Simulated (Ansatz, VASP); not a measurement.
# SiGe3: VASP beside Ansatz

```xyz
4
Lattice="4.0164 0.0000 0.0000 0.0000 4.0164 0.0000 0.0000 0.0000 5.6663" Properties=species:S:1:pos:R:3 pbc="T T T"
Si    2.0082    2.0082    0.0000
Ge    2.0082    0.0000    4.2865
Ge    0.0000    2.0082    1.3798
Ge    0.0000    0.0000    2.8331
```

Alike in both runs: functional PBE; k mesh 6 × 6 × 4; occupations gaussian, width 0.1 eV; no spin polarisation.

Ansatz relaxed the structure, and its values are those at the end. VASP's run is a single point on that final structure, the one shown.

```csv
,VASP,Ansatz
version,VASP 6.6.1,Ansatz 0.2.0
potentials or method,"VASP PAW PBE potentials, release 64 (Si, Ge_d), cutoff 520 eV","scalar-relativistic, plane waves, PAW"
valence electrons in the cell,46,46
```

```csv
,VASP,Ansatz,Ansatz less VASP
gap on the k mesh at the Fermi level (eV),0.17,0.17,-0.003
least direct gap on the mesh (eV),0.42,0.42,-0.004
pressure (GPa),0.0,0.0,+0.04
```
